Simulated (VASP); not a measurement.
Wanted: the native input for a VASP 6.6.1 run.

```
Task                   : single point
Functional             : BLYP
Potentials or basis    : VASP PAW PBE potentials, release 64 (Ag)
Cutoff                 : 520 eV
k mesh                 : 16 × 16 × 16
Occupations            : gaussian, width 0.1 eV
Spin                   : no spin polarisation
Dipole correction      : no
Further INCAR settings : ALGO = Fast; EDIFF = 1e-07; NBANDS = 12
```

The structure of Ag lies in POSCAR:

```
Ag
1.0
    0.0000000000      2.0427500000      2.0427500000
    2.0427500000      0.0000000000      2.0427500000
    2.0427500000      2.0427500000      0.0000000000
Ag
1
Direct
    0.0000000000      0.0000000000      0.0000000000
```

One way to write it, as run:

INCAR

```
SYSTEM = Ag
PREC = Accurate
ENCUT = 520
EDIFF = 1E-7
ISMEAR = 0
SIGMA = 0.1
LREAL = .FALSE.
LASPH = .TRUE.
NELM = 80
ALGO = Fast
ISIF = 2
LWAVE = .FALSE.
LCHARG = .TRUE.
GGA = B5
ALDAX = 1.0
AGGAX = 1.0
AGGAC = 1.0
ALDAC = 0.0
LELF = .TRUE.
LVHAR = .TRUE.
NBANDS = 12
```

KPOINTS

```
regular mesh
0
G
  16 16 16
  0 0 0
```

Potentials or basis: VASP PAW PBE potentials, release 64 (Ag).

Launch:

```sh
$ cat potpaw_PBE.64/Ag/POTCAR > POTCAR
$ mpirun -np 1 vasp_std > vasp.out
```

It gave:

| Quantity | Value |
| --- | --- |
| Pressure | 12.3 GPa |
| Band gap on the k mesh | zero (an odd number of electrons rules out a gap without spin polarisation) |

Caveat: the cell stands under pressure; the PAW data sets were made with another functional, which shifts forces and pressure a little.

Run time: 14 s on 1 thread of Intel(R) Xeon(R) 6975P-C (Granite Rapids), on a shared host, peak memory 0.15 GiB.
